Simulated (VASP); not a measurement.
# Si4IrPd (P4/mmm) in VASP: a series of runs

The runs below take Si4IrPd through single point, relaxation of cell and atoms, with PBE.

All numbers are computed with VASP 6.6.1; they aren't measurements. Logs are shortened: lines on timing, memory, paths and dates and some standing lists are left out, and cuts for length are marked.

## Step 1: The cell of the first run

Symmetry: P4/mmm, No. 123, tetragonal system. The conventional cell has a = 2.954 Å, b = 2.954 Å, c = 10.787 Å, α = 90.00°, β = 90.00°, γ = 90.00°. Within 3.1 Å of Si (site symmetry 4mm) lie 6 Si at 2.36 to 2.95 Å and 4 Ir at 2.55 Å. Within 3.2 Å of Si (site symmetry 4mm) lie 6 Si at 2.36 to 3.14 Å and 4 Pd at 2.61 Å. Within 3.4 Å of Pd (site symmetry 4/mmm) lie 8 Si at 2.61 Å and 4 Pd at 2.95 Å. Ir (site symmetry 4/mmm) has 8 Si at 2.55 Å and 4 Ir at 2.95 Å within 3.4 Å.

## Step 2: Single point, PBE

Contents of INCAR:

```
SYSTEM = Si4IrPd
ALGO     = Normal         ! electronic algorithm
EDIFF    = 1E-6           ! SCF threshold, eV
ENCUT    = 500            ! plane-wave cutoff, eV
GGA      = PE             ! functional
GGA_COMPAT= .FALSE.      
ISIF     = 2              ! what is computed and relaxed
ISMEAR   = 0              ! smearing method
LASPH    = .TRUE.         ! aspherical terms in the spheres
LCHARG   = .FALSE.        ! write CHGCAR
LREAL    = .FALSE.        ! projectors in reciprocal space
LWAVE    = .FALSE.        ! write WAVECAR
NBANDS   = 26             ! bands
NELM     = 120            ! most SCF steps
PREC     = Accurate       ! precision mode
SIGMA    = 0.2            ! smearing width, eV
```

Contents of KPOINTS:

```
k-points
0
G
  6 6 2
  0 0 0
```

Contents of POSCAR:

```
Si4IrPd
1.0
    2.9536355096      0.0000000000      0.0000000000
    0.0000000000      2.9536355096      0.0000000000
    0.0000000000      0.0000000000     10.7870984463
Si Pd Ir
4 1 1
Direct
    0.5000000000      0.5000000000      0.8638222144
    0.5000000000      0.5000000000      0.6453547727
    0.5000000000      0.5000000000      0.1361777856
    0.5000000000      0.5000000000      0.3546452273
    0.0000000000      0.0000000000      0.5000000000
    0.0000000000      0.0000000000      0.0000000000
```

Potentials or basis: VASP PAW PBE potentials, release 64 (Si, Pd, Ir).

Run with:

```sh
$ cat potpaw_PBE.64/Si/POTCAR potpaw_PBE.64/Pd/POTCAR potpaw_PBE.64/Ir/POTCAR > POTCAR
$ mpirun -np 1 vasp_std > vasp.out
```

OUTCAR:

```text
SYSTEM = Si4IrPd
   EDIFF = 1E-6
   ENCUT = 500
   GGA = PE
   ISIF = 2
   ISMEAR = 0
   LASPH = .TRUE.
   LREAL = .FALSE.
   NELM = 120
   PREC = Accurate

 ion  position               nearest neighbor table
   1  0.500  0.500  0.864-   2 2.36   6 2.55   6 2.55   6 2.55   6 2.55   3 2.94
   2  0.500  0.500  0.645-   1 2.36   5 2.61   5 2.61   5 2.61   5 2.61   4 3.14
   3  0.500  0.500  0.136-   4 2.36   6 2.55   6 2.55   6 2.55   6 2.55   1 2.94
   4  0.500  0.500  0.355-   3 2.36   5 2.61   5 2.61   5 2.61   5 2.61   2 3.14
   5  0.000  0.000  0.500-   2 2.61   4 2.61   2 2.61   4 2.61   2 2.61   4 2.61   2 2.61   4 2.61

   6  0.000  0.000  0.000-   1 2.55   3 2.55   1 2.55   3 2.55   1 2.55   3 2.55   1 2.55   3 2.55

  LATTYP: Found a simple tetragonal cell.
 ALAT       =     2.9536355096
 C/A-ratio  =     3.6521427276

  Lattice vectors:

 A1 = (   2.9536355096,   0.0000000000,   0.0000000000)
 A2 = (   0.0000000000,   2.9536355096,   0.0000000000)
 A3 = (   0.0000000000,   0.0000000000,  10.7870984463)

Analysis of symmetry for initial positions (statically):
=====================================================================
 Subroutine PRICEL returns:
 Original cell was already a primitive cell.

 Routine SETGRP: Setting up the symmetry group for a
 simple tetragonal supercell.

 Subroutine GETGRP returns: Found 16 space group operations
 (whereof 16 operations were pure point group operations)
 out of a pool of 16 trial point group operations.

The static configuration has the point symmetry D_4h.

Analysis of symmetry for dynamics (positions and initial velocities):
=====================================================================
 Subroutine PRICEL returns:
 Original cell was already a primitive cell.

 Routine SETGRP: Setting up the symmetry group for a
 simple tetragonal supercell.

 Subroutine GETGRP returns: Found 16 space group operations
 (whereof 16 operations were pure point group operations)
 out of a pool of 16 trial point group operations.

The dynamic configuration has the point symmetry D_4h.

 Subroutine INISYM returns: Found 16 space group operations
 (whereof 16 operations are pure point group operations),
 and found     1 'primitive' translations

----------------------------------------------------------------------------------------

[... 89 lines left out ...]
   ISPIN  =      1    spin polarized calculation?
   LNONCOLLINEAR =      F non collinear calculations
   LSORBIT =      F    spin-orbit coupling
   LASPH  =      T    aspherical Exc in radial PAW
   ENCUT  =  500.0 eV  36.75 Ry    6.06 a.u.   5.39  5.39 19.67*2*pi/ulx,y,z
   NELM   =    120;   NELMIN=  2; NELMDL= -5     # of ELM steps
   EDIFF  = 0.1E-05   stopping-criterion for ELM
   LREAL  =      F    real-space projection
[... 7 lines left out ...]
   TEBEG  =    0.0;   TEEND  =   0.0 temperature during run
   PSTRESS=    0.0 pullay stress
   NELECT =      35.0000    total number of electrons
   NUPDOWN=      -1.0000    fix difference up-down
   EMIN   =  10.00;   EMAX   =-10.00  energy-range for DOS
   EFERMI =   0.00;   METHOD = LEGACY
   ISMEAR =     0;   SIGMA  =   0.20  broadening in eV -4-tet -1-fermi 0-gaus
   EFERMI_NEDOS =   21; number of points for ismear=-14 and -15
   IALGO  =     38    algorithm
   IMIX   =      4    mixing-type and parameters
     AMIX     =   0.40;   BMIX     =  1.00
     AMIX_MAG =   1.60;   BMIX_MAG =  1.00
  volume/ion in A,a.u.               =      15.68       105.84
  Fermi-wavevector in a.u.,A,eV,Ry     =   1.177311  2.224796 18.858522  1.386062
  Thomas-Fermi vector in A             =   2.313660
   LORBIT       =      0    0 simple, 1 ext, 2 COOP (PROOUT), +10 PAW based schemes
   GGA     = PE    functional components
   LHFCALC =     F    Hartree Fock is set to
   AEXX    =    0.0000 exact exchange contribution
   IVDW    =     0    specifies the selected vdW correction
   LEPSILON=     F    determine dielectric tensor
   LRPA    =     F    only Hartree local field effects (RPA)
 non-spin polarized calculation
 Gauss-broadening in eV      SIGMA  =   0.20
  energy-cutoff  :      500.00
  volume of cell :       94.11
 maximum number of plane-waves:      2414
 NGX is ok and might be reduce to    24
   NGX = 11   NGY = 11   NGZ = 39

 number of electron      34.9999999 magnetization

 Free energy of the ion-electron system (eV)
  ---------------------------------------------------
  ext. energy  EPLUGINS =         0.00000000
  ---------------------------------------------------
  free energy    TOTEN  =       -36.45481913 eV

  energy without entropy =      -36.35151033  energy(sigma->0) =      -36.40316473

 E-fermi :   9.6289     XC(G=0): -11.4435

 val. band max:        9.5956110228   @ k =   0.5000   0.0000   0.0000
 cond. band min:       9.6466212149   @ k =   0.5000   0.3333   0.0000
 fundamental gap:      0.0510101921
 Fermi energy:         9.6289015468

 k-point     1 :       0.0000    0.0000    0.0000
  band No.  band energies     occupation
      1      -3.7855      2.00000
      2      -2.3142      2.00000
      3      -1.9670      2.00000
      4       1.0428      2.00000
      5       1.6244      2.00000
      6       3.7387      2.00000
[... 569 lines left out ...]
     25      11.8093      0.00000
     26      12.5326      0.00000

------------------------ aborting loop because EDIFF is reached ----------------------------------------

  FORCE on cell =-STRESS in cart. coord.  units (eV):
  Direction    XX          YY          ZZ          XY          YZ          ZX
  --------------------------------------------------------------------------------------
  -------------------------------------------------------------------------------------
  Total        0.0868238      0.0868238      0.0348503      0.0000000      0.0000000     -0.0000000
  in kB        1.4781919      1.4781919      0.5933326      0.0000000      0.0000000     -0.0000000
  external PRESSURE =       1.1832388 kB  Pullay stress =       0.0000000 kB

 VOLUME and BASIS-vectors are now :
 -----------------------------------------------------------------------------
  energy-cutoff  :      500.00
  volume of cell :       94.11
      direct lattice vectors                 reciprocal lattice vectors
     2.953635510  0.000000000  0.000000000     0.338565810  0.000000000  0.000000000
     0.000000000  2.953635510  0.000000000     0.000000000  0.338565810  0.000000000
     0.000000000  0.000000000 10.787098446     0.000000000  0.000000000  0.092703335

 POSITION                                       TOTAL-FORCE (eV/Angst)
 -----------------------------------------------------------------------------------
      1.47682      1.47682      9.31814         0.000000     -0.000000     -0.026492
      1.47682      1.47682      6.96151         0.000000      0.000000      0.012977
      1.47682      1.47682      1.46896        -0.000000      0.000000      0.026492
      1.47682      1.47682      3.82559        -0.000000     -0.000000     -0.012977
      0.00000      0.00000      5.39355         0.000000      0.000000      0.000000
      0.00000      0.00000      0.00000         0.000000      0.000000      0.000000
 -----------------------------------------------------------------------------------
    total drift:                               -0.000000     -0.000000      0.000000

  FREE ENERGIE OF THE ION-ELECTRON SYSTEM (eV)
  ---------------------------------------------------
  free  energy   TOTEN  =       -36.4548191335 eV

  energy  without entropy=      -36.3515103275  energy(sigma->0) =      -36.40316473
```

OSZICAR:

```text
N       E                     dE             d eps       ncg     rms          rms(c)
DAV:   1     0.172092629893E+03    0.17209E+03   -0.14300E+04  1048   0.115E+03
DAV:   2    -0.258290370753E+02   -0.19792E+03   -0.18070E+03  1050   0.251E+02
DAV:   3    -0.374368574852E+02   -0.11608E+02   -0.11161E+02  1378   0.598E+01
DAV:   4    -0.377238263948E+02   -0.28697E+00   -0.28514E+00  1320   0.104E+01
DAV:   5    -0.377315740386E+02   -0.77476E-02   -0.77377E-02  1326   0.164E+00    0.201E+01
DAV:   6    -0.375396013417E+02    0.19197E+00   -0.13613E+01  1520   0.265E+01    0.119E+01
DAV:   7    -0.370757629604E+02    0.46384E+00   -0.99729E+00  1572   0.251E+01    0.854E+00
DAV:   8    -0.367157906274E+02    0.35997E+00   -0.65800E+00  1466   0.165E+01    0.448E+00
DAV:   9    -0.364574781173E+02    0.25831E+00   -0.92069E-01  1316   0.835E+00    0.796E-01
DAV:  10    -0.364554852098E+02    0.19929E-02   -0.55717E-02  1226   0.154E+00    0.377E-01
DAV:  11    -0.364552408597E+02    0.24435E-03   -0.55359E-03  1426   0.516E-01    0.349E-01
DAV:  12    -0.364550575861E+02    0.18327E-03   -0.28945E-03  1440   0.441E-01    0.180E-01
DAV:  13    -0.364548574251E+02    0.20016E-03   -0.94372E-04  1376   0.250E-01    0.683E-02
DAV:  14    -0.364548203739E+02    0.37051E-04   -0.88993E-05  1458   0.820E-02    0.201E-02
DAV:  15    -0.364548191147E+02    0.12592E-05   -0.92623E-06  1220   0.191E-02    0.100E-02
DAV:  16    -0.364548191335E+02   -0.18786E-07   -0.30678E-06  1008   0.144E-02
   1 F= -.36454819E+02 E0= -.36403165E+02  d E =-.103309E+00
```

It took 73 s on 1 thread of Intel Xeon 8259CL, shared host; peak memory 0.23 GiB.

What came out:

| Quantity | Value |
| --- | --- |
| Free energy | -36.4548 eV |
| Pressure | 0.1 GPa |
| Largest force | 0.026 eV/Å |
| Band gap on the k mesh | zero (an odd number of electrons rules out a gap without spin polarisation) |

Forces in eV/Å, atoms in the order of the input:
```
Si   0.000  0.000 -0.026
Si   0.000  0.000  0.013
Si   0.000  0.000  0.026
Si   0.000  0.000 -0.013
Pd   0.000  0.000  0.000
Ir   0.000  0.000  0.000
```

Caveat: spin-orbit coupling is left out, which moves the levels of the heavy elements.

[end of part 1 of 2]
